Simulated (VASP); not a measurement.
Input of a VASP 6.6.1 run:

POSCAR

```
P2Pb
1.0
   -2.0568674556      2.0568674556      5.0391566630
    2.0568674556     -2.0568674556      5.0391566630
    2.0568674556      2.0568674556     -5.0391566630
P Pb
2 1
Direct
    0.6022131568      0.6022131568      0.0000000000
    0.3977868432      0.3977868432      0.0000000000
    0.0000000000      0.0000000000      0.0000000000
```

File INCAR.step1:

```
PREC = Accurate
ENCUT = 520
ISMEAR = 0
SIGMA = 0.1
LREAL = False
LASPH = True
NELM = 100
NBANDS = 19
GGA = PE
ALGO = Normal
EDIFF = 1E-4
LWAVE = True
LCHARG = False
```

File INCAR.step2:

```
PREC = Accurate
ENCUT = 520
EDIFF = 1E-6
ISMEAR = 0
SIGMA = 0.1
LREAL = False
LASPH = True
NELM = 100
ALGO = Normal
ISIF = 2
LWAVE = False
LCHARG = True
METAGGA = R2SCAN
LMIXTAU = True
LELF = True
LVHAR = True
NBANDS = 19
ISTART = 1
```

KPOINTS

```
regular mesh
0
Gamma
  6 6 6
```

Potentials or basis: VASP PAW PBE potentials, release 64 (P, Pb_d).

Command:

```sh
$ cat potpaw_PBE.64/P/POTCAR potpaw_PBE.64/Pb_d/POTCAR > POTCAR
$ cp INCAR.step1 INCAR
$ mpirun -np 1 vasp_std > vasp.out
$ cp INCAR.step2 INCAR
$ mpirun -np 1 vasp_std > vasp.out
```

**Question.** Predict the largest force.

**Answer.** 0.115 eV/Å.

**Question.** Predict the band gap on the k mesh.

**Answer.** Zero (bands 12 and 13 overlap by 2.13 eV).

**Question.** Predict the pressure.

**Answer.** -0.2 GPa.

Stress tensor (GPa, compression positive):
```
-0.02  0.00  0.00
 0.00 -0.02  0.00
 0.00  0.00 -0.45
```

Caveat: the PAW data sets were made with another functional, which shifts forces and pressure a little; spin-orbit coupling is left out, which moves the levels of the heavy elements.
